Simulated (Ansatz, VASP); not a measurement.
## W in VASP and in Ansatz

```
CELL_PARAMETERS angstrom
-1.57836 1.57836 1.57836
1.57836 -1.57836 1.57836
1.57836 1.57836 -1.57836
ATOMIC_POSITIONS crystal
W 0.00000 0.00000 0.00000
```

Alike in both runs: functional PBEsol; k mesh 8 × 8 × 8; occupations gaussian, width 0.1 eV; no spin polarisation.

Ansatz relaxed the structure, and its values are those at the end. VASP's run is a single point on that final structure, the one shown.

|  | VASP | Ansatz |
| --- | --- | --- |
| version | VASP 6.6.1 | Ansatz 0.2.0 |
| potentials or method | VASP PAW PBE potentials, release 64 (W_sv), cutoff 500 eV | scalar-relativistic, plane waves, PAW |
| valence electrons in the cell | 14 | 14 |

VASP gave:

```
gap on the k mesh at the Fermi level (eV) : none
pressure (GPa)                            : 0.3
```

**Question.** Estimate Ansatz's values.

**Answer.** gap on the k mesh at the Fermi level (eV): none; pressure (GPa): -0.3.

VASP's potentials were made for PBE, not for PBEsol. A gap of «none» marks a metal or a gap that the smearing closes.

Neither program's run includes spin-orbit coupling.
